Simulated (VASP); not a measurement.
Set up this calculation in VASP 6.6.1, as the native input.

* Task: single point
* Functional: LDA
* Potentials or basis: VASP PAW LDA potentials, release 64 (Al, Ga_d, N_h)
* Cutoff: 1330 eV
* k mesh: 8 × 8 × 6
* Occupations: gaussian, width 0.05 eV
* Spin: no spin polarisation
* Dipole correction: no
* Further INCAR settings: ALGO = Normal; EDIFF = 1e-06; NBANDS = 21

The structure of AlGaN2 lies in POSCAR:

```
AlGaN2
1.0
    3.0937638930      0.0000000000      0.0000000000
    0.0000000000      3.0937638930      0.0000000000
    0.0000000000      0.0000000000      4.2911228018
Al Ga N
1 1 2
Direct
    0.5000000000      0.5000000000      0.5000000000
    0.0000000000      0.0000000000      0.0000000000
    0.5000000000      0.0000000000      0.7382648100
    0.0000000000      0.5000000000      0.2617351900
```

This cell differs from its parent crystal: strain -0.015 along x and y, -0.030 along z.

These files were run (other wordings do the same):

INCAR

```
PREC = Accurate
ENCUT = 1330
EDIFF = 1E-6
ISMEAR = 0
SIGMA = 0.05
LREAL = F
LASPH = T
NELM = 120
ALGO = Normal
ISIF = 2
LWAVE = F
LCHARG = F
GGA = CA
NBANDS = 21
GGA_COMPAT = F
```

KPOINTS

```
regular mesh
0
Gamma
  8 8 6
```

Potentials or basis: VASP PAW LDA potentials, release 64 (Al, Ga_d, N_h).

Launch:

```console
$ cat potpaw_LDA.64/Al/POTCAR potpaw_LDA.64/Ga_d/POTCAR potpaw_LDA.64/N_h/POTCAR > POTCAR
$ mpirun -np 1 vasp_std > vasp.out
```

Results of the run:

| Item | Value |
| --- | --- |
| Pressure | 8.7 GPa |
| Largest force | 0.141 eV/Å |
| Band gap on the k mesh | 3.31 eV (least direct gap 3.34 eV) |

Caveat: the cell differs from its parent crystal (strain -0.015 along x and y, -0.030 along z); the cell stands under pressure.

Wall time 2 min on 1 thread of Intel(R) Xeon(R) Platinum 8488C (Sapphire Rapids), on a shared host, peak memory 0.37 GiB.
